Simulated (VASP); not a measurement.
Cu:

```
CELL_PARAMETERS angstrom
0.00000 1.80750 1.80750
1.80750 0.00000 1.80750
1.80750 1.80750 0.00000
ATOMIC_POSITIONS crystal
Cu 0.00000 0.00000 0.00000
```

- Program: VASP 6.6.1
- Task: relaxation of volume and atoms at fixed shape
- Functional: PBEsol
- Potentials or basis: VASP PAW PBE potentials, release 64 (Cu)
- Cutoff: 600 eV
- k mesh: 11 × 11 × 11
- Occupations: fermi-dirac, width 0.02 eV
- Spin: no spin polarisation

At the start: pressure -6.0 GPa; volume 11.81 Å³/atom.

Where does the relaxation end?

Over 3 steps the energy falls by 9.1 meV/atom and the volume is 11.35 Å³/atom (-3.9 %); space group Fm-3m (No. 225, to 0.1 Å) before and after.

The path:
```csv
step,energy change (eV),largest force (eV/Å),pressure (GPa),volume (Å³)
1,0.0000,0.0000,-5.99,11.81
2,-0.0054,0.0000,4.32,11.07
3,-0.0091,0.0000,-0.01,11.35
```

Final structure:
```cif
data_structure
_symmetry_space_group_name_H-M 'P 1'
_symmetry_Int_Tables_number 1
_cell_length_a 2.5223
_cell_length_b 2.5223
_cell_length_c 2.5223
_cell_angle_alpha 60.000
_cell_angle_beta 60.000
_cell_angle_gamma 60.000
_cell_volume 11.35
loop_
_atom_site_label
_atom_site_type_symbol
_atom_site_fract_x
_atom_site_fract_y
_atom_site_fract_z
_atom_site_occupancy
Cu1 Cu 0.00000 0.00000 0.00000 1
```

Caveat: the PAW data sets were made with another functional, which shifts forces and pressure a little.
